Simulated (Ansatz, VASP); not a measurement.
**One calculation of ZnO, two programs**

```
CELL_PARAMETERS angstrom
3.24931 0.00000 0.00000
-1.62465 2.81398 0.00000
0.00000 0.00000 5.20571
ATOMIC_POSITIONS crystal
Zn 0.66667 0.33333 0.00000
Zn 0.33333 0.66667 0.50000
O 0.33333 0.66667 0.87901
O 0.66667 0.33333 0.37901
```

Alike in both runs: task single point; functional PBE; k mesh 9 × 9 × 5; occupations gaussian, width 0.018 eV; no spin polarisation.

|  | VASP | Ansatz |
| --- | --- | --- |
| version | VASP 6.6.1 | Ansatz 0.2.0 |
| potentials or method | VASP PAW PBE potentials, release 64 (Zn, O) | Ansatz PAW |
| plane-wave cutoff (eV) | 520 | 420 |
| valence electrons in the cell | 36 | 36 |

VASP gave:

```
gap on the k mesh at the Fermi level (eV)                     : 0.79
least direct gap on the mesh (eV)                             : 0.79
pressure (GPa)                                                : 6.0
traceless stress, the component that is largest in VASP (GPa) : 1.17
rms of the force components (eV/Å)                            : 0.043
```

**Question.** Estimate Ansatz's values.

**Answer.** gap on the k mesh at the Fermi level (eV): 0.80; least direct gap on the mesh (eV): 0.80; pressure (GPa): 4.9; traceless stress, the component that is largest in VASP (GPa): 1.14; rms of the force components (eV/Å): 0.040.

Atom by atom the forces differ by 0.002 eV/Å (rms over components). With one functional, cell and mesh, what is left measures potentials, basis and numerics.

Noted on Ansatz's run: odd divisions of the mesh miss points on the zone boundary, where band edges often lie, so the gap on the mesh can be too wide.
